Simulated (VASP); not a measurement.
# CaSe (Pm-3m) in VASP: notebook

The runs below take CaSe through G0W0 quasiparticle levels, with PBE.

Everything below comes from runs of VASP 6.6.1. Logs are shortened: lines on timing, memory, paths and dates and some standing lists are left out, and cuts for length are marked.

### 1 The cell of the first run

The structure is cubic, space group Pm-3m (No. 221). Conventional cell: a = 3.635 Å, b = 3.635 Å, c = 3.635 Å, α = 90.00°, β = 90.00°, γ = 90.00°. Ca (site symmetry m-3m) has 8 Se at 3.15 Å and 6 Ca at 3.63 Å within 4.1 Å. Se (site symmetry m-3m) has 8 Ca at 3.15 Å and 6 Se at 3.63 Å within 4.1 Å.

### 2 G0W0 quasiparticle levels, PBE

POSCAR

```
CaSe
1.0
    3.6347849158      0.0000000000      0.0000000000
    0.0000000000      3.6347849158      0.0000000000
    0.0000000000      0.0000000000      3.6347849158
Ca Se
1 1
Direct
    0.0000000000      0.0000000000      0.0000000000
    0.5000000000      0.5000000000      0.5000000000
```

INCAR.step1

```
  ALGO = Normal
  EDIFF = 1E-8
  ENCUT = 500
  GGA = PE
  ISMEAR = 0
  LASPH = T
  LCHARG = F
  LREAL = F
  LWAVE = T
  NELM = 100
  PREC = Accurate
  SIGMA = 0.01
```

INCAR.step2

```
  ALGO = Exact
  EDIFF = 1E-8
  ENCUT = 500
  GGA = PE
  ISMEAR = 0
  ISTART = 1
  LASPH = T
  LCHARG = F
  LOPTICS = T
  LREAL = F
  LWAVE = T
  NBANDS = 188
  NELM = 1
  PREC = Accurate
  SIGMA = 0.01
```

INCAR.step3

```
  ALGO = EVGW0
  EDIFF = 1E-8
  ENCUT = 500
  ENCUTGW = 140.0
  GGA = PE
  ISMEAR = 0
  ISTART = 1
  LASPH = T
  LCHARG = F
  LREAL = F
  LWAVE = F
  NBANDS = 188
  NBANDSGW = 16
  NELMGW = 1
  NOMEGA = 96
  OMEGAMAX = 20
  PREC = Accurate
  PRECFOCK = Fast
  SIGMA = 0.01
```

KPOINTS

```
k-points
0
Gamma
  4 4 4
```

Potentials or basis: VASP PAW PBE potentials, release 64 (Ca_sv_GW, Se_GW).

Command:

```console
$ cat potpaw_PBE.64/Ca_sv_GW/POTCAR potpaw_PBE.64/Se_GW/POTCAR > POTCAR
$ cp INCAR.step1 INCAR
$ mpirun -np 1 vasp_std > vasp.out
$ cp INCAR.step2 INCAR
$ mpirun -np 1 vasp_std > vasp.out
$ cp INCAR.step3 INCAR
$ mpirun -np 1 vasp_std > vasp.out
```

OUTCAR:

```text
EDIFF = 1E-8
   ENCUT = 500
   ENCUTGW = 140.0
   GGA = PE
   ISMEAR = 0
   ISTART = 1
   LASPH = T
   LREAL = F
   NELMGW = 1
   PREC = Accurate
   PRECFOCK = Fast

 ion  position               nearest neighbor table
   1  0.000  0.000  0.000-   2 3.15   2 3.15   2 3.15   2 3.15   2 3.15   2 3.15   2 3.15   2 3.15

   2  0.500  0.500  0.500-   1 3.15   1 3.15   1 3.15   1 3.15   1 3.15   1 3.15   1 3.15   1 3.15

  LATTYP: Found a simple cubic cell.
 ALAT       =     3.6347849158

  Lattice vectors:

 A1 = (   3.6347849158,   0.0000000000,   0.0000000000)
 A2 = (   0.0000000000,   3.6347849158,   0.0000000000)
 A3 = (   0.0000000000,   0.0000000000,   3.6347849158)

Analysis of symmetry for initial positions (statically):
=====================================================================
 Subroutine PRICEL returns:
 Original cell was already a primitive cell.

 Routine SETGRP: Setting up the symmetry group for a
 simple cubic supercell.

 Subroutine GETGRP returns: Found 48 space group operations
 (whereof 48 operations were pure point group operations)
 out of a pool of 48 trial point group operations.

The static configuration has the point symmetry O_h .

Analysis of symmetry for dynamics (positions and initial velocities):
=====================================================================
 Subroutine PRICEL returns:
 Original cell was already a primitive cell.

 Routine SETGRP: Setting up the symmetry group for a
 simple cubic supercell.

 Subroutine GETGRP returns: Found 48 space group operations
 (whereof 48 operations were pure point group operations)
 out of a pool of 48 trial point group operations.

The dynamic configuration has the point symmetry O_h .

 Subroutine INISYM returns: Found 48 space group operations
 (whereof 48 operations are pure point group operations),
 and found     1 'primitive' translations

----------------------------------------------------------------------------------------

                                     Primitive cell

  volume of cell :      48.0215

  direct lattice vectors                    reciprocal lattice vectors
     3.634784916  0.000000000  0.000000000     0.275119443  0.000000000  0.000000000
     0.000000000  3.634784916  0.000000000     0.000000000  0.275119443  0.000000000
     0.000000000  0.000000000  3.634784916     0.000000000  0.000000000  0.275119443

  length of vectors
     3.634784916  3.634784916  3.634784916     0.275119443  0.275119443  0.275119443

  position of ions in fractional coordinates (direct lattice)
     0.000000000  0.000000000  0.000000000
     0.500000000  0.500000000  0.500000000

  ion indices of the primitive-cell ions
   primitive index   ion index
                 1           1
                 2           2

----------------------------------------------------------------------------------------

 KPOINTS: k-points

Automatic generation of k-mesh.
 Grid dimensions read from file:
 generate k-points for:    4    4    4

 Generating k-lattice:

  Cartesian coordinates                     Fractional coordinates (reciprocal lattice)
     0.068779861  0.000000000  0.000000000     0.250000000  0.000000000  0.000000000
     0.000000000  0.068779861  0.000000000     0.000000000  0.250000000  0.000000000
     0.000000000  0.000000000  0.068779861     0.000000000  0.000000000  0.250000000

  Length of vectors
     0.068779861  0.068779861  0.068779861

  Shift w.r.t. Gamma in fractional coordinates (k-lattice)
     0.000000000  0.000000000  0.000000000

 Subroutine IBZKPT returns following result:
 ===========================================

 Found     10 irreducible k-points:

 Following reciprocal coordinates:
            Coordinates               Weight
  0.000000  0.000000  0.000000      1.000000
  0.250000  0.000000  0.000000      6.000000
  0.500000  0.000000  0.000000      3.000000
  0.250000  0.250000  0.000000     12.000000
  0.500000  0.250000  0.000000     12.000000
  0.500000  0.500000  0.000000      3.000000
  0.250000  0.250000  0.250000      8.000000
  0.500000  0.250000  0.250000     12.000000
  0.500000  0.500000  0.250000      6.000000
  0.500000  0.500000  0.500000      1.000000
   k-points           NKPTS =     10   k-points in BZ     NKDIM =     64   number of bands    NBANDS=    188
   number of dos      NEDOS =    301   number of ions     NIONS =      2
   total plane-waves  NPLWV =  21952
   dimension x,y,z NGX =    28 NGY =   28 NGZ =   28
   dimension x,y,z NGXF=    56 NGYF=   56 NGZF=   56
   ions per type =               1   1
   NGX,Y,Z   is equivalent  to a cutoff of  12.81, 12.81, 12.81 a.u.
   NGXF,Y,Z  is equivalent  to a cutoff of  25.61, 25.61, 25.61 a.u.
 SYSTEM =  unknown system
   PREC   = accura    normal or accurate (medium, high low for compatibility)
   ISTART =      1    job   : 0-new  1-cont  2-samecut
   ICHARG =      0    charge: 1-file 2-atom 10-const
   ISPIN  =      1    spin polarized calculation?
   LNONCOLLINEAR =      F non collinear calculations
   LSORBIT =      F    spin-orbit coupling
   LASPH  =      T    aspherical Exc in radial PAW
   ENCUT  =  500.0 eV  36.75 Ry    6.06 a.u.   6.63  6.63  6.63*2*pi/ulx,y,z
   NELM   =     60;   NELMIN=  2; NELMDL=  0     # of ELM steps
   EDIFF  = 0.1E-07   stopping-criterion for ELM
   LREAL  =      F    real-space projection
   EDIFFG = 0.1E-06   stopping-criterion for IOM
   NSW    =      0    number of steps for IOM
   IBRION =     -1    ionic relax: 0-MD 1-quasi-New 2-CG
   NFREE  =      0    steps in history (QN), initial steepest desc. (CG)
   ISIF   =      0    stress and relaxation
   ISYM   =      3    0-nonsym 1-usesym 2-fastsym
   POTIM  = 0.5000    time-step for ionic-motion
   TEBEG  =    0.0;   TEEND  =   0.0 temperature during run
   PSTRESS=    0.0 pullay stress
   NELECT =      16.0000    total number of electrons
   NUPDOWN=      -1.0000    fix difference up-down
   EMIN   =  10.00;   EMAX   =-10.00  energy-range for DOS
   EFERMI =   0.00;   METHOD = LEGACY
   ISMEAR =     0;   SIGMA  =   0.01  broadening in eV -4-tet -1-fermi 0-gaus
   EFERMI_NEDOS =   21; number of points for ismear=-14 and -15
   IALGO  =     38    algorithm
   IMIX   =      4    mixing-type and parameters
     AMIX     =   0.40;   BMIX     =  1.00
     AMIX_MAG =   1.60;   BMIX_MAG =  1.00
  volume/ion in A,a.u.               =      24.01       162.03
  Fermi-wavevector in a.u.,A,eV,Ry     =   1.134931  2.144709 17.525233  1.288068
  Thomas-Fermi vector in A             =   2.271635
   LORBIT       =      0    0 simple, 1 ext, 2 COOP (PROOUT), +10 PAW based schemes
   GGA     = PE    functional components
   LHFCALC =     T    Hartree Fock is set to
   PRECFOCK=fast      Normal, Fast or Accurate (Low or Medium for compatibility)
   ENCUT4O =  -1.0   cutoff for four orbital integrals eV
   NKREDX  =     1    reduce k-point grid by
   NKREDY  =     1    reduce k-point grid by
   NKREDZ  =     1    reduce k-point grid by
   AEXX    =    1.0000 exact exchange contribution
   HFSCREEN=    0.0000 screening length (either q_TF or 0.3 A-1)
   HFSCREENC=   0.0000 screening length for correlation (either q_TF or 0.3 A-1)
   ENCUTFOCK=  -1.0 apply spherical cutoff to Coloumb kernel
   IVDW    =     0    specifies the selected vdW correction
   LEPSILON=     F    determine dielectric tensor
   LRPA    =     F    only Hartree local field effects (RPA)
   LRPAFORCE           =     F    calculate RPA forces
   ENCUTGW             = 140.0    cutoff for response function in eV
   ENCUTGWSOFT         = 112.0    soft cutoff for Coulomb kernel in GW response function in eV
   ENCUTLF             =  -1.0    cutoff for local field effects
   NELMGW              =     1    number of iterations in solving QP/BSE equation
   NELMHF              =     1    number of iterations in the inner HF iteration
   NKREDLFX            =     1    NKREDLFY  =   1   NKREDLFZ  =   1
 non-spin polarized calculation
 Gauss-broadening in eV      SIGMA  =   0.01
  energy-cutoff  :      500.00
  volume of cell :       48.02
 maximum number of plane-waves:      1234
 NGX is ok and might be reduce to    28
  NGX = 16; NGY = 16; NGZ = 16
   NGX = 13   NGY = 13   NGZ = 13
 maximum number of plane-waves:       192
 NGX is ok and might be reduce to    16

 QP shifts <psi_nk| G(iteration)W_0 |psi_nk>: iteration 1
 for sc-GW calculations column KS-energies equals QP-energies in previous step
 and V_xc(KS)=  KS-energies - (<T + V_ion + V_H > + <T+V_H+V_ion>^1  + <V_x>^1)

 k-point   1 :       0.0000    0.0000    0.0000
  band No.  KS-energies  QP-energies   sigma(KS)   V_xc(KS)     V^pw_x(r,r')   Z            occupation Imag(sigma)

      1     -35.7799     -36.6936     -22.3540     -20.7166     -34.4249       0.5580       2.0000       0.5457
      2     -16.7152     -18.1866     -22.2072     -19.9924     -27.9086       0.6643       2.0000       0.1689
      3     -16.7152     -18.1866     -22.2072     -19.9924     -27.9086       0.6643       2.0000       0.1689
      4     -16.7152     -18.1866     -22.2072     -19.9924     -27.9086       0.6643       2.0000       0.1689
      5      -7.4331      -8.0220     -13.2748     -12.3140     -19.7604       0.6129       2.0000       1.0222
      6       4.7262       3.9150     -12.9960     -11.9188     -14.5941       0.7531       2.0000       0.0499
[... 8 lines left out ...]
     15      14.6933      15.6466     -11.5677     -12.8898      -5.7400       0.7211       0.0000      -0.4959
     16      14.6933      15.6466     -11.5677     -12.8898      -5.7400       0.7211       0.0000      -0.4959

 k-point   2 :       0.2500    0.0000    0.0000
  band No.  KS-energies  QP-energies   sigma(KS)   V_xc(KS)     V^pw_x(r,r')   Z            occupation Imag(sigma)

      1     -35.7736     -36.6882     -22.3610     -20.7250     -34.4317       0.5590       2.0000       0.5475
      2     -16.8073     -18.2533     -22.0242     -19.8325     -27.7866       0.6597       2.0000       0.2076
      3     -16.7067     -18.1765     -22.2175     -20.0069     -27.9157       0.6649       2.0000       0.1660
      4     -16.7067     -18.1765     -22.2175     -20.0069     -27.9157       0.6649       2.0000       0.1660
      5      -7.0926      -7.7264     -13.5503     -12.5782     -19.8572       0.6520       2.0000       0.9734
      6       2.1667       1.3430     -11.8102     -10.6761     -13.9146       0.7263       2.0000       0.0950
[... 8 lines left out ...]
     15      13.3170      13.7955      -9.8238     -10.4620      -4.7274       0.7497       0.0000      -0.2574
     16      15.4195      16.2809     -11.7283     -12.8827      -5.7454       0.7463       0.0000      -0.6195

 k-point   3 :       0.5000    0.0000    0.0000
  band No.  KS-energies  QP-energies   sigma(KS)   V_xc(KS)     V^pw_x(r,r')   Z            occupation Imag(sigma)

      1     -35.7673     -36.6851     -22.3682     -20.7333     -34.4385       0.5614       2.0000       0.5493
      2     -16.8972     -18.3183     -21.8470     -19.6813     -27.6727       0.6562       2.0000       0.2460
      3     -16.6982     -18.1677     -22.2274     -20.0215     -27.9216       0.6662       2.0000       0.1643
      4     -16.6982     -18.1677     -22.2274     -20.0215     -27.9216       0.6662       2.0000       0.1643
      5      -6.6940      -7.3189     -13.8655     -12.9243     -20.0046       0.6639       2.0000       0.8923
      6       0.6741      -0.1860     -11.4252     -10.1942     -14.2195       0.6987       2.0000       0.1707
[... 114 lines left out ...]
      1     -35.7493     -36.6789     -22.3965     -20.7563     -34.4567       0.5667       2.0000       0.5570
      2     -16.8444     -18.2986     -21.9999     -19.7974     -27.7385       0.6603       2.0000       0.1863
      3     -16.8444     -18.2986     -21.9999     -19.7974     -27.7385       0.6603       2.0000       0.1863
      4     -16.7581     -18.2177     -22.1297     -19.9319     -27.8388       0.6641       2.0000       0.1656
      5      -6.1216      -6.6830     -13.8870     -13.0306     -19.8907       0.6555       2.0000       0.8091
      6       1.9620       1.1097     -12.1548     -10.9776     -14.5254       0.7241       2.0000       0.0998
[... 8 lines left out ...]
     15      12.8320      13.5931     -11.7458     -12.8265      -5.9584       0.7043       0.0000      -0.3628
     16      12.8320      13.5931     -11.7458     -12.8265      -5.9584       0.7043       0.0000      -0.3628

 k-point  10 :       0.5000    0.5000    0.5000
  band No.  KS-energies  QP-energies   sigma(KS)   V_xc(KS)     V^pw_x(r,r')   Z            occupation Imag(sigma)

      1     -35.7435     -36.6732     -22.4060     -20.7637     -34.4632       0.5661       2.0000       0.5585
      2     -16.8313     -18.2730     -22.0113     -19.8229     -27.7432       0.6588       2.0000       0.1750
      3     -16.8313     -18.2730     -22.0113     -19.8229     -27.7432       0.6588       2.0000       0.1750
      4     -16.8313     -18.2730     -22.0113     -19.8229     -27.7432       0.6588       2.0000       0.1750
      5      -5.8160      -6.3623     -14.0660     -13.2269     -19.9448       0.6510       2.0000       0.7331
      6       1.8934       1.0978     -12.0450     -10.9395     -14.3791       0.7197       2.0000       0.1028
[... 8 lines left out ...]
     15      11.3385      12.9024     -13.9678     -16.3091      -8.1060       0.6679       0.0000      -0.1894
     16      11.3385      12.9024     -13.9678     -16.3091      -8.1060       0.6679       0.0000      -0.1894
```

It took 3.4 min on 1 thread of Intel Xeon Platinum 8488C (Sapphire Rapids), shared host; peak memory 0.52 GiB.

Results:

```yaml
Quasiparticle_gap: 1.94 eV
Least_direct_quasiparticle_gap: 1.94 eV
Band_gap_of_the_starting_levels_on_the_mesh: 0.74 eV
Least_direct_gap_of_the_starting_levels_on_the_mesh: 0.74 eV
```

Caveat: the k points lie up to 0.43 Å⁻¹ apart; bands, screening cutoff and mesh are small and nothing is extrapolated, so the quasiparticle values aren't converged; the structure was generated, so it needn't be the stable form of CaSe.

### 3 G0W0 quasiparticle levels, PBE

POSCAR is that of step 2.

INCAR.step1

```
SYSTEM = CaSe
  PREC = Accurate
  ENCUT = 500
  EDIFF = 1E-8
  ISMEAR = 0
  SIGMA = 0.01
  LREAL = .FALSE.
  LASPH = .TRUE.
  NELM = 80
  ALGO = Normal
  LWAVE = .TRUE.
  LCHARG = .FALSE.
  GGA = PE
```

INCAR.step2

```
SYSTEM = CaSe
  PREC = Accurate
  ENCUT = 500
  EDIFF = 1E-8
  ISMEAR = 0
  SIGMA = 0.01
  LREAL = .FALSE.
  LASPH = .TRUE.
  NELM = 1
  ALGO = Exact
  LWAVE = .TRUE.
  LCHARG = .FALSE.
  GGA = PE
  NBANDS = 86
  LOPTICS = .TRUE.
  ISTART = 1
```

INCAR.step3

```
SYSTEM = CaSe
  PREC = Accurate
  ENCUT = 500
  EDIFF = 1E-8
  ISMEAR = 0
  SIGMA = 0.01
  LREAL = .FALSE.
  LASPH = .TRUE.
  ALGO = EVGW0
  LWAVE = .FALSE.
  LCHARG = .FALSE.
  GGA = PE
  NELMGW = 1
  NBANDS = 86
  ENCUTGW = 80.0
  NOMEGA = 96
  PRECFOCK = Fast
  ISTART = 1
  NBANDSGW = 16
  OMEGAMAX = 20
```

KPOINTS

```
regular mesh
0
G
  6 6 6
  0 0 0
```

Potentials or basis: VASP PAW PBE potentials, release 64 (Ca_sv_GW, Se_GW).

Command:

```console
$ cat potpaw_PBE.64/Ca_sv_GW/POTCAR potpaw_PBE.64/Se_GW/POTCAR > POTCAR
$ cp INCAR.step1 INCAR
$ mpirun -np 1 vasp_std > vasp.out
$ cp INCAR.step2 INCAR
$ mpirun -np 1 vasp_std > vasp.out
$ cp INCAR.step3 INCAR
$ mpirun -np 1 vasp_std > vasp.out
```

OUTCAR:

```text
SYSTEM = CaSe
   PREC = Accurate
   ENCUT = 500
   EDIFF = 1E-8
   ISMEAR = 0
   LREAL = .FALSE.
   LASPH = .TRUE.
   GGA = PE
   NELMGW = 1
   ENCUTGW = 80.0
   PRECFOCK = Fast
   ISTART = 1

 ion  position               nearest neighbor table
   1  0.000  0.000  0.000-   2 3.15   2 3.15   2 3.15   2 3.15   2 3.15   2 3.15   2 3.15   2 3.15

   2  0.500  0.500  0.500-   1 3.15   1 3.15   1 3.15   1 3.15   1 3.15   1 3.15   1 3.15   1 3.15

  LATTYP: Found a simple cubic cell.
 ALAT       =     3.6347849158

[... 170 lines left out ...]
   NELMGW              =     1    number of iterations in solving QP/BSE equation
   NELMHF              =     1    number of iterations in the inner HF iteration
   NKREDLFX            =     1    NKREDLFY  =   1   NKREDLFZ  =   1
 non-spin polarized calculation
 Gauss-broadening in eV      SIGMA  =   0.01
  energy-cutoff  :      500.00
  volume of cell :       48.02
 maximum number of plane-waves:      1233
 NGX is ok and might be reduce to    28
  NGX = 16; NGY = 16; NGZ = 16
   NGX = 13   NGY = 13   NGZ = 13
 maximum number of plane-waves:        88
 NGX is ok and might be reduce to    14

 QP shifts <psi_nk| G(iteration)W_0 |psi_nk>: iteration 1
 for sc-GW calculations column KS-energies equals QP-energies in previous step
 and V_xc(KS)=  KS-energies - (<T + V_ion + V_H > + <T+V_H+V_ion>^1  + <V_x>^1)

 k-point   1 :       0.0000    0.0000    0.0000
  band No.  KS-energies  QP-energies   sigma(KS)   V_xc(KS)     V^pw_x(r,r')   Z            occupation Imag(sigma)

      1     -35.7671     -37.2285     -23.2794     -20.7162     -34.4252       0.5701       2.0000       0.4715
      2     -16.7024     -18.1102     -22.0906     -19.9920     -27.9022       0.6708       2.0000       0.1699
      3     -16.7024     -18.1102     -22.0906     -19.9920     -27.9022       0.6708       2.0000       0.1699
      4     -16.7024     -18.1102     -22.0906     -19.9920     -27.9022       0.6708       2.0000       0.1699
      5      -7.4657      -7.8745     -12.9456     -12.3162     -19.7647       0.6495       2.0000       1.0745
      6       4.6998       4.1508     -12.6393     -11.9174     -14.4226       0.7606       2.0000       0.0519
[... 375 lines left out ...]
      2     -16.8187     -18.2043     -21.8983     -19.8224     -27.7376       0.6675       2.0000       0.1748
      3     -16.8187     -18.2043     -21.8983     -19.8224     -27.7376       0.6675       2.0000       0.1748
      4     -16.8187     -18.2043     -21.8983     -19.8224     -27.7376       0.6675       2.0000       0.1748
      5      -5.8545      -6.1163     -13.6298     -13.2223     -19.9309       0.6427       2.0000       0.7437
      6       1.8742       1.2591     -11.7982     -10.9420     -14.3658       0.7183       2.0000       0.1142
[... 8 lines left out ...]
     15      11.3406      13.1512     -13.6187     -16.3014      -8.0908       0.6749       0.0000      -0.1763
     16      11.3406      13.1512     -13.6187     -16.3014      -8.0908       0.6749       0.0000      -0.1763
```

OUTCAR.step1:

```text
SYSTEM = CaSe
   PREC = Accurate
   ENCUT = 500
   EDIFF = 1E-8
   ISMEAR = 0
   LREAL = .FALSE.
   LASPH = .TRUE.
[... 515 lines left out ...]
      0.00000      0.00000      0.00000         0.000000      0.000000      0.000000
      1.81739      1.81739      1.81739         0.000000      0.000000      0.000000
 -----------------------------------------------------------------------------------
    total drift:                                0.000000      0.000000      0.000000

  FREE ENERGIE OF THE ION-ELECTRON SYSTEM (eV)
  ---------------------------------------------------
  free  energy   TOTEN  =       -13.7288256132 eV

  energy  without entropy=      -13.7288256132  energy(sigma->0) =      -13.72882561
```

It took 13 min on 1 thread of AMD EPYC 7R13 (Zen 3), shared host; peak memory 0.69 GiB.

What came out:

- Quasiparticle gap: 1.79 eV
- Least direct quasiparticle gap: 1.79 eV
- Band gap of the starting levels on the mesh: 0.76 eV
- Least direct gap of the starting levels on the mesh: 0.76 eV

Caveat: bands, screening cutoff and mesh are small and nothing is extrapolated, so the quasiparticle values aren't converged; the structure was generated, so it needn't be the stable form of CaSe.
